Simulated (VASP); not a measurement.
The system is Ag.

```
CELL_PARAMETERS angstrom
0.00000 -2.04310 -2.04310
0.00000 2.04310 -2.04310
4.08620 0.00000 0.00000
ATOMIC_POSITIONS crystal
Ag 0.50734 0.49266 0.50000
Ag 0.99266 0.00734 0.00000
```

This cell differs from its parent crystal: atoms displaced along a vibrational mode.

Base run:

| Item | Value |
| --- | --- |
| Program | VASP 6.6.1 |
| Functional | PBE |
| Potentials or basis | VASP PAW PBE potentials, release 64 (Ag) |
| Cutoff | 520 eV |
| k mesh | 16 × 16 × 12 |
| Occupations | gaussian, width 0.15 eV |
| Spin | no spin polarisation |

Its results: band gap on the k mesh zero (bands 11 and 12 overlap by 9.31 eV); pressure 4.6 GPa; largest force 0.163 eV/Å.

Q: The run is repeated on the same cell with these changes: dispersion from none to D3(BJ). What comes out?

A: Band gap on the k mesh zero (bands 11 and 12 overlap by 9.31 eV); pressure -1.1 GPa; largest force 0.161 eV/Å.

Dispersion adds attraction, which lowers the pressure at fixed volume and, as a term added to the energy, leaves the levels alone.

Caveats: the cell stands under pressure (at least some runs).
